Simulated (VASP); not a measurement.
# Ir (Fm-3m) in VASP: single point with r2SCAN

Aim: the single point of Ir with r2SCAN.

Everything below comes from runs of VASP 6.6.1. Logs are shortened: lines on timing, memory, paths and dates and some standing lists are left out, and cuts for length are marked.

## 1. The cell of the first run

Symmetry: Fm-3m, No. 225, cubic system. Conventional cell: a = 3.831 Å, b = 3.831 Å, c = 3.831 Å, α = 90.00°, β = 90.00°, γ = 90.00°. Ir (site symmetry m-3m) has 12 Ir at 2.71 Å within 3.6 Å.

## 2. Single point, r2SCAN

POSCAR reads:

```
Ir
1.0
    0.0000000000      1.9156000000      1.9156000000
    1.9156000000      0.0000000000      1.9156000000
    1.9156000000      1.9156000000      0.0000000000
Ir
1
Direct
    0.0000000000      0.0000000000      0.0000000000
```

INCAR.step1 reads:

```
SYSTEM = Ir
ALGO     = Normal         ! electronic algorithm
EDIFF    = 1E-5           ! SCF threshold, eV
ENCUT    = 620            ! plane-wave cutoff, eV
GGA      = PE             ! functional
GGA_COMPAT= .FALSE.      
ISMEAR   = -1             ! smearing method
LASPH    = .TRUE.         ! aspherical terms in the spheres
LCHARG   = .FALSE.        ! write CHGCAR
LREAL    = .FALSE.        ! projectors in reciprocal space
LWAVE    = .TRUE.         ! write WAVECAR
NBANDS   = 14             ! bands
NELM     = 120            ! most SCF steps
PREC     = Accurate       ! precision mode
SIGMA    = 0.15           ! smearing width, eV
```

INCAR.step2 reads:

```
SYSTEM = Ir
ALGO     = Normal         ! electronic algorithm
EDIFF    = 1E-6           ! SCF threshold, eV
ENCUT    = 620            ! plane-wave cutoff, eV
GGA_COMPAT= .FALSE.      
ISIF     = 2              ! what is computed and relaxed
ISMEAR   = -1             ! smearing method
ISTART   = 1            
LASPH    = .TRUE.         ! aspherical terms in the spheres
LCHARG   = .TRUE.         ! write CHGCAR
LELF     = .TRUE.         ! ELF
LMIXTAU  = .TRUE.       
LREAL    = .FALSE.        ! projectors in reciprocal space
LVHAR    = .TRUE.       
LWAVE    = .FALSE.        ! write WAVECAR
METAGGA  = R2SCAN         ! meta-GGA
NBANDS   = 14             ! bands
NELM     = 120            ! most SCF steps
PREC     = Accurate       ! precision mode
SIGMA    = 0.15           ! smearing width, eV
```

KPOINTS reads:

```
k-points
0
G
  4 4 4
  0 0 0
```

Potentials or basis: VASP PAW PBE potentials, release 64 (Ir_sv_GW).

Started as:

```
cat potpaw_PBE.64/Ir_sv_GW/POTCAR > POTCAR
cp INCAR.step1 INCAR
mpirun -np 1 vasp_std > vasp.out
cp INCAR.step2 INCAR
mpirun -np 1 vasp_std > vasp.out
```

OUTCAR:

```text
SYSTEM = Ir
   EDIFF = 1E-6
   ENCUT = 620
   ISIF = 2
   ISMEAR = -1
   ISTART = 1
   LASPH = .TRUE.
   LREAL = .FALSE.
   METAGGA = R2SCAN
   NELM = 120
   PREC = Accurate

 ion  position               nearest neighbor table
   1  0.000  0.000  0.000-

  LATTYP: Found a face centered cubic cell.
 ALAT       =     3.8312000000

  Lattice vectors:

 A1 = (   0.0000000000,   1.9156000000,   1.9156000000)
 A2 = (   1.9156000000,   0.0000000000,   1.9156000000)
 A3 = (   1.9156000000,   1.9156000000,   0.0000000000)

Analysis of symmetry for initial positions (statically):
=====================================================================
 Subroutine PRICEL returns:
 Original cell was already a primitive cell.

 Routine SETGRP: Setting up the symmetry group for a
 face centered cubic supercell.

 Subroutine GETGRP returns: Found 48 space group operations
 (whereof 48 operations were pure point group operations)
 out of a pool of 48 trial point group operations.

The static configuration has the point symmetry O_h .

Analysis of symmetry for dynamics (positions and initial velocities):
=====================================================================
 Subroutine PRICEL returns:
 Original cell was already a primitive cell.

 Routine SETGRP: Setting up the symmetry group for a
 face centered cubic supercell.

 Subroutine GETGRP returns: Found 48 space group operations
 (whereof 48 operations were pure point group operations)
 out of a pool of 48 trial point group operations.

The dynamic configuration has the point symmetry O_h .

 Subroutine INISYM returns: Found 48 space group operations
 (whereof 48 operations are pure point group operations),
 and found     1 'primitive' translations

----------------------------------------------------------------------------------------

                                     Primitive cell

  volume of cell :      14.0587

  direct lattice vectors                    reciprocal lattice vectors
     0.000000000  1.915600000  1.915600000    -0.261014826  0.261014826  0.261014826
     1.915600000  0.000000000  1.915600000     0.261014826 -0.261014826  0.261014826
     1.915600000  1.915600000  0.000000000     0.261014826  0.261014826 -0.261014826

  length of vectors
     2.709067500  2.709067500  2.709067500     0.452090940  0.452090940  0.452090940

  position of ions in fractional coordinates (direct lattice)
     0.000000000  0.000000000  0.000000000

  ion indices of the primitive-cell ions
   primitive index   ion index
                 1           1

----------------------------------------------------------------------------------------

 KPOINTS: k-points

Automatic generation of k-mesh.
 Grid dimensions read from file:
 generate k-points for:    4    4    4

 Generating k-lattice:

  Cartesian coordinates                     Fractional coordinates (reciprocal lattice)
    -0.065253706  0.065253706  0.065253706     0.250000000  0.000000000  0.000000000
     0.065253706 -0.065253706  0.065253706     0.000000000  0.250000000  0.000000000
     0.065253706  0.065253706 -0.065253706     0.000000000  0.000000000  0.250000000

  Length of vectors
     0.113022735  0.113022735  0.113022735

  Shift w.r.t. Gamma in fractional coordinates (k-lattice)
     0.000000000  0.000000000  0.000000000

 Subroutine IBZKPT returns following result:
 ===========================================

 Found      8 irreducible k-points:

 Following reciprocal coordinates:
            Coordinates               Weight
  0.000000  0.000000  0.000000      1.000000
  0.250000  0.000000  0.000000      8.000000
  0.500000  0.000000  0.000000      4.000000
  0.250000  0.250000  0.000000      6.000000
  0.500000  0.250000  0.000000     24.000000
 -0.250000  0.250000  0.000000     12.000000
  0.500000  0.500000  0.000000      3.000000
 -0.250000  0.500000  0.250000      6.000000
   k-points           NKPTS =      8   k-points in BZ     NKDIM =      8   number of bands    NBANDS=     14
   number of dos      NEDOS =    301   number of ions     NIONS =      1
   total plane-waves  NPLWV =  13824
   dimension x,y,z NGX =    24 NGY =   24 NGZ =   24
   dimension x,y,z NGXF=    48 NGYF=   48 NGZF=   48
   ions per type =               1
   NGX,Y,Z   is equivalent  to a cutoff of  14.73, 14.73, 14.73 a.u.
   NGXF,Y,Z  is equivalent  to a cutoff of  29.46, 29.46, 29.46 a.u.
 SYSTEM =  Ir
   PREC   = accura    normal or accurate (medium, high low for compatibility)
   ISTART =      1    job   : 0-new  1-cont  2-samecut
   ICHARG =      0    charge: 1-file 2-atom 10-const
   ISPIN  =      1    spin polarized calculation?
   LNONCOLLINEAR =      F non collinear calculations
   LSORBIT =      F    spin-orbit coupling
   LASPH  =      T    aspherical Exc in radial PAW
   ENCUT  =  620.0 eV  45.57 Ry    6.75 a.u.   5.50  5.50  5.50*2*pi/ulx,y,z
   NELM   =    120;   NELMIN=  2; NELMDL=  0     # of ELM steps
   EDIFF  = 0.1E-05   stopping-criterion for ELM
   LREAL  =      F    real-space projection
   EDIFFG = 0.1E-04   stopping-criterion for IOM
   NSW    =      0    number of steps for IOM
   IBRION =     -1    ionic relax: 0-MD 1-quasi-New 2-CG
   NFREE  =      0    steps in history (QN), initial steepest desc. (CG)
   ISIF   =      2    stress and relaxation
   ISYM   =      2    0-nonsym 1-usesym 2-fastsym
   POTIM  = 0.5000    time-step for ionic-motion
   TEBEG  =    0.0;   TEEND  =   0.0 temperature during run
   PSTRESS=    0.0 pullay stress
   NELECT =      17.0000    total number of electrons
   NUPDOWN=      -1.0000    fix difference up-down
   EMIN   =  10.00;   EMAX   =-10.00  energy-range for DOS
   EFERMI =   0.00;   METHOD = LEGACY
   ISMEAR =    -1;   SIGMA  =   0.15  broadening in eV -4-tet -1-fermi 0-gaus
   EFERMI_NEDOS =   21; number of points for ismear=-14 and -15
   IALGO  =     38    algorithm
   IMIX   =      4    mixing-type and parameters
     AMIX     =   0.40;   BMIX     =  1.00
     AMIX_MAG =   1.60;   BMIX_MAG =  1.00
  volume/ion in A,a.u.               =      14.06        94.87
  Fermi-wavevector in a.u.,A,eV,Ry     =   1.744120  3.295909 41.388295  3.041954
  Thomas-Fermi vector in A             =   2.816061
   LORBIT       =      0    0 simple, 1 ext, 2 COOP (PROOUT), +10 PAW based schemes
   METAGGA = R2SCAN    functional components
   LHFCALC =     F    Hartree Fock is set to
   AEXX    =    0.0000 exact exchange contribution
   IVDW    =     0    specifies the selected vdW correction
   LEPSILON=     F    determine dielectric tensor
   LRPA    =     F    only Hartree local field effects (RPA)
 non-spin polarized calculation
  energy-cutoff  :      620.00
  volume of cell :       14.06
 maximum number of plane-waves:       531
 NGX is ok and might be reduce to    24
   NGX = 11   NGY = 11   NGZ = 11

 number of electron      17.0000000 magnetization

 Free energy of the ion-electron system (eV)
  ---------------------------------------------------
  ext. energy  EPLUGINS =         0.00000000
  ---------------------------------------------------
  free energy    TOTEN  =       -53.43702058 eV

  energy without entropy =      -53.40858398  energy(sigma->0) =      -53.42280228

 E-fermi :  12.4218     XC(G=0): -15.9515

 val. band max:       12.0659075978   @ k =   0.5000   0.0000   0.0000
 cond. band min:      12.4756294705   @ k =   0.2500   0.2500   0.0000
 fundamental gap:      0.4097218727
 Fermi energy:        12.4218013152

 k-point     1 :       0.0000    0.0000    0.0000
  band No.  band energies     occupation
      1     -82.3299      2.00000
      2     -38.1092      2.00000
      3     -38.1092      2.00000
      4     -38.1092      2.00000
      5       1.2152      2.00000
      6       8.7220      2.00000
      7       8.7220      2.00000
      8       8.7220      2.00000
      9      11.4786      1.99629
     10      11.4786      1.99629
     11      27.0927      0.00000
     12      32.8742      0.00000
     13      32.8742      0.00000
     14      32.8742      0.00000

 k-point     2 :       0.2500    0.0000    0.0000
  band No.  band energies     occupation
      1     -82.2907      2.00000
      2     -38.5498      2.00000
      3     -38.1698      2.00000
      4     -38.1698      2.00000
      5       3.5263      2.00000
      6       8.1984      2.00000
      7       9.1676      2.00000
      8       9.1676      2.00000
      9      11.6837      1.98551
     10      11.6837      1.98551
     11      27.0463      0.00000
     12      29.8770      0.00000
     13      37.1374      0.00000
     14      37.1374      0.00000

 k-point     3 :       0.5000    0.0000    0.0000
  band No.  band energies     occupation
      1     -82.2520      2.00000
      2     -38.9724      2.00000
      3     -38.2300      2.00000
      4     -38.2300      2.00000
      5       4.3168      2.00000
      6       8.5804      2.00000
      7       8.5804      2.00000
      8      12.0659      1.82943
      9      13.7183      0.00035
     10      13.7183      0.00035
     11      20.5403      0.00000
     12      26.8034      0.00000
     13      32.8458      0.00000
     14      32.8458      0.00000
[... 52 lines left out ...]
 k-point     7 :       0.5000    0.5000    0.0000
  band No.  band energies     occupation
      1     -82.2266      2.00000
      2     -38.9238      2.00000
      3     -38.4285      2.00000
      4     -38.4285      2.00000
      5       4.5042      2.00000
      6       5.0921      2.00000
      7      13.6373      0.00061
      8      14.3547      0.00001
      9      14.3547      0.00001
     10      14.5652      0.00000
     11      23.9904      0.00000
     12      24.8629      0.00000
     13      24.8629      0.00000
     14      35.3393      0.00000

 k-point     8 :      -0.2500    0.5000    0.2500
  band No.  band energies     occupation
      1     -82.2271      2.00000
      2     -38.6797      2.00000
      3     -38.6797      2.00000
      4     -38.4373      2.00000
      5       6.2304      2.00000
      6       7.6835      2.00000
      7       7.6835      2.00000
      8      10.8541      1.99994
      9      14.3605      0.00000
     10      21.4763      0.00000
     11      22.2747      0.00000
     12      22.2747      0.00000
     13      26.7772      0.00000
     14      38.7566      0.00000

------------------------ aborting loop because EDIFF is reached ----------------------------------------

  FORCE on cell =-STRESS in cart. coord.  units (eV):
  Direction    XX          YY          ZZ          XY          YZ          ZX
  --------------------------------------------------------------------------------------
  -------------------------------------------------------------------------------------
  Total       -0.6365069     -0.6365069     -0.6365069      0.0000000      0.0000000     -0.0000000
  in kB      -72.5386044    -72.5386044    -72.5386044      0.0000000      0.0000000     -0.0000000
  external PRESSURE =     -72.5386044 kB  Pullay stress =       0.0000000 kB

 VOLUME and BASIS-vectors are now :
 -----------------------------------------------------------------------------
  energy-cutoff  :      620.00
  volume of cell :       14.06
      direct lattice vectors                 reciprocal lattice vectors
     0.000000000  1.915600000  1.915600000    -0.261014826  0.261014826  0.261014826
     1.915600000  0.000000000  1.915600000     0.261014826 -0.261014826  0.261014826
     1.915600000  1.915600000  0.000000000     0.261014826  0.261014826 -0.261014826

 POSITION                                       TOTAL-FORCE (eV/Angst)
 -----------------------------------------------------------------------------------
      0.00000      0.00000      0.00000         0.000000      0.000000      0.000000
 -----------------------------------------------------------------------------------
    total drift:                               -0.000000     -0.000000     -0.000000

  FREE ENERGIE OF THE ION-ELECTRON SYSTEM (eV)
  ---------------------------------------------------
  free  energy   TOTEN  =       -53.4370205780 eV

  energy  without entropy=      -53.4085839839  energy(sigma->0) =      -53.42280228
```

Run time: 18 s. Hardware: 1 thread of AMD EPYC 7R13 (Zen 3), shared host; peak memory 0.11 GiB.

Results:

```yaml
Free_energy: -53.4370 eV
Pressure: -7.3 GPa
Band_gap_on_the_k_mesh: zero (an odd number of electrons rules out a gap without spin polarisation)
```

Caveat: the k points lie up to 0.71 Å⁻¹ apart, too coarse for converged energies and pressures of a metal; the PAW data sets were made with another functional, which shifts forces and pressure a little; spin-orbit coupling is left out, which moves the levels of the heavy elements.

The gap in the log of VASP goes by the Fermi energy; the results here count the filled bands.